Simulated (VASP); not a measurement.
Crystal: Ag.

```xyz
1
Lattice="2.6600 0.0000 0.0000 0.0000 2.6600 0.0000 0.0000 0.0000 2.6600" Properties=species:S:1:pos:R:3 pbc="T T T"
Ag    0.0000    0.0000    0.0000
```

This isn't the form of Ag at room conditions, which is fcc.

| Item | Value |
| --- | --- |
| Program | VASP 6.6.1 |
| Task | relaxation of cell and atoms |
| Functional | PBE |
| Potentials or basis | VASP PAW PBE potentials, release 64 (Ag) |
| Cutoff | 600 eV |
| k mesh | 17 × 17 × 17 |
| Occupations | fermi-dirac, width 0.05 eV |
| Spin | no spin polarisation |

At the start: pressure 8.7 GPa; volume 18.82 Å³/atom.

Question: How do energy, volume and symmetry change on relaxing?

Answer: Over 3 steps the energy falls by 47.2 meV/atom and the volume is 20.75 Å³/atom (+10.3 %); space group Pm-3m (No. 221, to 0.1 Å) before and after.

The path:
| step | energy change (eV) | largest force (eV/Å) | pressure (GPa) | volume (Å³) |
| --- | --- | --- | --- | --- |
| 1 | 0.0000 | 0.0000 | 8.72 | 18.82 |
| 2 | -0.0384 | 0.0000 | -2.72 | 21.75 |
| 3 | -0.0472 | 0.0000 | 0.05 | 20.75 |

Final structure:
```cif
data_structure
_symmetry_space_group_name_H-M 'P 1'
_symmetry_Int_Tables_number 1
_cell_length_a 2.7481
_cell_length_b 2.7481
_cell_length_c 2.7481
_cell_angle_alpha 90.000
_cell_angle_beta 90.000
_cell_angle_gamma 90.000
_cell_volume 20.75
loop_
_atom_site_label
_atom_site_type_symbol
_atom_site_fract_x
_atom_site_fract_y
_atom_site_fract_z
_atom_site_occupancy
Ag1 Ag 0.00000 0.00000 0.00000 1
```
